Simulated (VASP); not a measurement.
# Zn (Fm-3m) in VASP: settings compared

Zn is run at these levels: PBE+D3(BJ), PBE0, r2SCANh+D4; tasks: single point.

Everything below comes from runs of VASP 6.6.1. Logs are shortened: lines on timing, memory, paths and dates and some standing lists are left out, and cuts for length are marked.

## Step 1: The cell of the first run

It takes space group Fm-3m (No. 225, cubic). Conventional cell: a = 4.233 Å, b = 4.233 Å, c = 4.233 Å, α = 90.00°, β = 90.00°, γ = 90.00°. Within 3.9 Å of Zn (site symmetry m-3m) lie 12 Zn at 2.99 Å.

This isn't the form of Zn at room conditions, which is hcp.

## Step 2: Single point, PBE+D3(BJ) (18.96 Å³/atom)

Contents of INCAR:

```
PREC     = Accurate       # precision mode
ENCUT    = 500            # plane-wave cutoff, eV
EDIFF    = 1E-6           # SCF threshold, eV
ISMEAR   = -1             # smearing method
SIGMA    = 0.05           # smearing width, eV
LREAL    = F              # projectors in reciprocal space
LASPH    = T              # aspherical terms in the spheres
NELM     = 120            # most SCF steps
ALGO     = Normal         # electronic algorithm
ISIF     = 2              # what is computed and relaxed
LWAVE    = F              # write WAVECAR
LCHARG   = T              # write CHGCAR
GGA      = PE             # functional
IVDW     = 12             # dispersion correction
LELF     = T              # ELF
LVHAR    = T            
NBANDS   = 12             # bands
GGA_COMPAT= F
```

Contents of KPOINTS:

```
Automatic mesh
0
Gamma
  12 12 12
```

Contents of POSCAR:

```
Zn
1.0
    0.0000000000      2.1164907850      2.1164907850
    2.1164907850      0.0000000000      2.1164907850
    2.1164907850      2.1164907850      0.0000000000
Zn
1
Direct
    0.0000000000      0.0000000000      0.0000000000
```

Potentials or basis: VASP PAW PBE potentials, release 64 (Zn).

Command:

```
cat potpaw_PBE.64/Zn/POTCAR > POTCAR
mpirun -np 1 vasp_std > vasp.out
```

OUTCAR:

```text
PREC = Accurate
   ENCUT = 500
   EDIFF = 1E-6
   ISMEAR = -1
   LREAL = F
   LASPH = T
   NELM = 120
   ISIF = 2
   GGA = PE
   IVDW = 12
 IVDW          = 12

 ion  position               nearest neighbor table
   1  0.000  0.000  0.000-

  LATTYP: Found a face centered cubic cell.
 ALAT       =     4.2329815700

  Lattice vectors:

 A1 = (   0.0000000000,   2.1164907850,   2.1164907850)
 A2 = (   2.1164907850,   0.0000000000,   2.1164907850)
 A3 = (   2.1164907850,   2.1164907850,   0.0000000000)

Analysis of symmetry for initial positions (statically):
=====================================================================
 Subroutine PRICEL returns:
 Original cell was already a primitive cell.

 Routine SETGRP: Setting up the symmetry group for a
 face centered cubic supercell.

 Subroutine GETGRP returns: Found 48 space group operations
 (whereof 48 operations were pure point group operations)
 out of a pool of 48 trial point group operations.

The static configuration has the point symmetry O_h .

Analysis of symmetry for dynamics (positions and initial velocities):
=====================================================================
 Subroutine PRICEL returns:
 Original cell was already a primitive cell.

 Routine SETGRP: Setting up the symmetry group for a
 face centered cubic supercell.

 Subroutine GETGRP returns: Found 48 space group operations
 (whereof 48 operations were pure point group operations)
 out of a pool of 48 trial point group operations.

The dynamic configuration has the point symmetry O_h .

 Subroutine INISYM returns: Found 48 space group operations
 (whereof 48 operations are pure point group operations),
 and found     1 'primitive' translations

----------------------------------------------------------------------------------------

                                     Primitive cell

  volume of cell :      18.9618

  direct lattice vectors                    reciprocal lattice vectors
     0.000000000  2.116490785  2.116490785    -0.236240103  0.236240103  0.236240103
     2.116490785  0.000000000  2.116490785     0.236240103 -0.236240103  0.236240103
     2.116490785  2.116490785  0.000000000     0.236240103  0.236240103 -0.236240103

  length of vectors
     2.993169973  2.993169973  2.993169973     0.409179860  0.409179860  0.409179860

  position of ions in fractional coordinates (direct lattice)
     0.000000000  0.000000000  0.000000000

  ion indices of the primitive-cell ions
   primitive index   ion index
                 1           1

----------------------------------------------------------------------------------------

 KPOINTS: Automatic mesh

Automatic generation of k-mesh.
 Grid dimensions read from file:
 generate k-points for:   12   12   12

 Generating k-lattice:

  Cartesian coordinates                     Fractional coordinates (reciprocal lattice)
    -0.019686675  0.019686675  0.019686675     0.083333333  0.000000000  0.000000000
     0.019686675 -0.019686675  0.019686675     0.000000000  0.083333333  0.000000000
     0.019686675  0.019686675 -0.019686675     0.000000000  0.000000000  0.083333333

  Length of vectors
     0.034098322  0.034098322  0.034098322

  Shift w.r.t. Gamma in fractional coordinates (k-lattice)
     0.000000000  0.000000000  0.000000000

 Subroutine IBZKPT returns following result:
 ===========================================

 Found     72 irreducible k-points:

 Following reciprocal coordinates:
            Coordinates               Weight
  0.000000  0.000000  0.000000      1.000000
  0.083333  0.000000  0.000000      8.000000
  0.166667  0.000000  0.000000      8.000000
  0.250000  0.000000  0.000000      8.000000
  0.333333  0.000000  0.000000      8.000000
  0.416667  0.000000  0.000000      8.000000
[... 16 lines left out ...]
  0.500000  0.166667  0.000000     24.000000
 -0.416667  0.166667  0.000000     24.000000
 [... further k-points ...]
   k-points           NKPTS =     72   k-points in BZ     NKDIM =     72   number of bands    NBANDS=     12
   number of dos      NEDOS =    301   number of ions     NIONS =      1
   total plane-waves  NPLWV =  13824
   dimension x,y,z NGX =    24 NGY =   24 NGZ =   24
   dimension x,y,z NGXF=    48 NGYF=   48 NGZF=   48
   ions per type =               1
   NGX,Y,Z   is equivalent  to a cutoff of  13.33, 13.33, 13.33 a.u.
   NGXF,Y,Z  is equivalent  to a cutoff of  26.66, 26.66, 26.66 a.u.
 SYSTEM =  unknown system
   PREC   = accura    normal or accurate (medium, high low for compatibility)
   ISTART =      0    job   : 0-new  1-cont  2-samecut
   ICHARG =      2    charge: 1-file 2-atom 10-const
   ISPIN  =      1    spin polarized calculation?
   LNONCOLLINEAR =      F non collinear calculations
   LSORBIT =      F    spin-orbit coupling
   LASPH  =      T    aspherical Exc in radial PAW
   ENCUT  =  500.0 eV  36.75 Ry    6.06 a.u.   5.46  5.46  5.46*2*pi/ulx,y,z
   NELM   =    120;   NELMIN=  2; NELMDL= -5     # of ELM steps
   EDIFF  = 0.1E-05   stopping-criterion for ELM
   LREAL  =      F    real-space projection
   EDIFFG = 0.1E-04   stopping-criterion for IOM
   NSW    =      0    number of steps for IOM
   IBRION =     -1    ionic relax: 0-MD 1-quasi-New 2-CG
   NFREE  =      0    steps in history (QN), initial steepest desc. (CG)
   ISIF   =      2    stress and relaxation
   ISYM   =      2    0-nonsym 1-usesym 2-fastsym
   POTIM  = 0.5000    time-step for ionic-motion
   TEBEG  =    0.0;   TEEND  =   0.0 temperature during run
   PSTRESS=    0.0 pullay stress
   NELECT =      12.0000    total number of electrons
   NUPDOWN=      -1.0000    fix difference up-down
   EMIN   =  10.00;   EMAX   =-10.00  energy-range for DOS
   EFERMI =   0.00;   METHOD = LEGACY
   ISMEAR =    -1;   SIGMA  =   0.05  broadening in eV -4-tet -1-fermi 0-gaus
   EFERMI_NEDOS =   21; number of points for ismear=-14 and -15
   IALGO  =     38    algorithm
   IMIX   =      4    mixing-type and parameters
     AMIX     =   0.40;   BMIX     =  1.00
     AMIX_MAG =   1.60;   BMIX_MAG =  1.00
  volume/ion in A,a.u.               =      18.96       127.96
  Fermi-wavevector in a.u.,A,eV,Ry     =   1.405537  2.656079 26.878765  1.975533
  Thomas-Fermi vector in A             =   2.527988
   LORBIT       =      0    0 simple, 1 ext, 2 COOP (PROOUT), +10 PAW based schemes
   GGA     = PE    functional components
   LHFCALC =     F    Hartree Fock is set to
   AEXX    =    0.0000 exact exchange contribution
   IVDW    =    12    specifies the selected vdW correction
   LEPSILON=     F    determine dielectric tensor
   LRPA    =     F    only Hartree local field effects (RPA)
 non-spin polarized calculation
  energy-cutoff  :      500.00
  volume of cell :       18.96
 maximum number of plane-waves:       531
 NGX is ok and might be reduce to    24
   NGX = 11   NGY = 11   NGZ = 11

 number of electron      11.9999987 magnetization

 Free energy of the ion-electron system (eV)
  ---------------------------------------------------
  ext. energy  EPLUGINS =         0.00000000
  ---------------------------------------------------
  free energy    TOTEN  =        -0.95613453 eV

  energy without entropy =       -0.95189261  energy(sigma->0) =       -0.95401357

 E-fermi :   1.5704     XC(G=0): -10.4540

 val. band max:        1.5559043301   @ k =  -0.4167   0.3333   0.0000
 cond. band min:       1.6824505374   @ k =  -0.4167   0.2500   0.0833
 fundamental gap:      0.1265462073
 Fermi energy:         1.5703612723

 k-point     1 :       0.0000    0.0000    0.0000
  band No.  band energies     occupation
      1      -7.0579      2.00000
      2      -5.4712      2.00000
      3      -5.4712      2.00000
      4      -5.4712      2.00000
      5      -5.2261      2.00000
      6      -5.2261      2.00000
      7      17.0173      0.00000
      8      17.0173      0.00000
      9      17.0173      0.00000
     10      18.9280      0.00000
     11      20.1299      0.00000
     12      20.1299      0.00000

 k-point     2 :       0.0833    0.0000    0.0000
  band No.  band energies     occupation
      1      -6.8797      2.00000
      2      -5.4795      2.00000
      3      -5.4558      2.00000
      4      -5.4558      2.00000
      5      -5.2297      2.00000
      6      -5.2297      2.00000
      7      14.6892      0.00000
      8      16.5869      0.00000
      9      16.5869      0.00000
     10      18.3484      0.00000
     11      20.8380      0.00000
     12      20.8380      0.00000

 k-point     3 :       0.1667    0.0000    0.0000
  band No.  band energies     occupation
      1      -6.3798      2.00000
      2      -5.4647      2.00000
      3      -5.4253      2.00000
      4      -5.4253      2.00000
      5      -5.2276      2.00000
      6      -5.2276      2.00000
      7      11.2297      0.00000
      8      15.8500      0.00000
      9      15.8500      0.00000
     10      18.0854      0.00000
     11      21.9941      0.00000
     12      21.9941      0.00000
[... 286 lines left out ...]
 k-point    23 :       0.5000    0.1667    0.0000
  band No.  band energies     occupation
      1      -5.7635      2.00000
      2      -5.5129      2.00000
      3      -5.3668      2.00000
      4      -5.2465      2.00000
      5      -5.0309      2.00000
      6      -0.9240      2.00000
      7       1.9889      0.00046
      8      10.4118      0.00000
      9      12.1943      0.00000
     10      14.7771      0.00000
     11      21.9268      0.00000
     12      22.5266      0.00000

 k-point    24 :      -0.4167    0.1667    0.0000
  band No.  band energies     occupation
      1      -5.7522      2.00000
      2      -5.5166      2.00000
      3      -5.3775      2.00000
      4      -5.2104      2.00000
      5      -5.0653      2.00000
      6      -0.2515      2.00000
      7       1.2109      1.99849
      8       9.6740      0.00000
      9      12.8475      0.00000
     10      15.2718      0.00000
     11      21.2183      0.00000
     12      22.0783      0.00000

 [... further k-points ...]

------------------------ aborting loop because EDIFF is reached ----------------------------------------

 Edisp (eV)   -0.32049

 E8    (eV) :    -0.1346

  FORCE on cell =-STRESS in cart. coord.  units (eV):
  Direction    XX          YY          ZZ          XY          YZ          ZX
  --------------------------------------------------------------------------------------
  -------------------------------------------------------------------------------------
  Total      -1.28087    -1.28087    -1.28087    -0.00000    -0.00000    -0.00000
  in kB    -108.22753  -108.22753  -108.22753    -0.00000    -0.00000    -0.00000
  external pressure =     -108.23 kB  Pullay stress =        0.00 kB

 VOLUME and BASIS-vectors are now :
 -----------------------------------------------------------------------------
  energy-cutoff  :      500.00
  volume of cell :       18.96
      direct lattice vectors                 reciprocal lattice vectors
     0.000000000  2.116490785  2.116490785    -0.236240103  0.236240103  0.236240103
     2.116490785  0.000000000  2.116490785     0.236240103 -0.236240103  0.236240103
     2.116490785  2.116490785  0.000000000     0.236240103  0.236240103 -0.236240103

 POSITION                                       TOTAL-FORCE (eV/Angst)
 -----------------------------------------------------------------------------------
      0.00000      0.00000      0.00000         0.000000      0.000000      0.000000
 -----------------------------------------------------------------------------------
    total drift:                               -0.000000      0.000000      0.000000

  FREE ENERGIE OF THE ION-ELECTRON SYSTEM (eV)
  ---------------------------------------------------
  free  energy   TOTEN  =        -1.2766247007 eV

  energy  without entropy=       -1.2723827812  energy(sigma->0) =       -1.27450374
```

Wall time 8.9 s (1 thread of Intel Xeon Platinum 8124M at 3.00GHz (Skylake/Cascade Lake), shared host); peak memory 0.15 GiB.

What came out:

- Free energy: -1.2766 eV
- Pressure: -10.8 GPa
- Band gap on the k mesh: zero (bands 6 and 7 overlap by 3.60 eV)
- Dispersion energy per atom: -0.320 eV

Levels at points of the mesh, in eV from the Fermi level:
| k point | band 3 | band 4 | band 5 | band 6 | band 7 | band 8 | band 9 | band 10 |
| --- | --- | --- | --- | --- | --- | --- | --- | --- |
| (0.00, 0.00, 0.00) | -7.04 | -7.04 | -6.80 | -6.80 | 15.45 | 15.45 | 15.45 | 17.36 |
| (0.50, 0.00, 0.00) | -7.04 | -6.61 | -6.61 | -1.93 | -1.58 | 12.94 | 12.94 | 16.05 |
| (0.50, 0.50, 0.00) | -6.62 | -6.56 | -6.56 | -0.37 | 1.05 | 7.48 | 7.48 | 10.85 |

Caveat: the cell stands under tension.

[end of part 1 of 2]
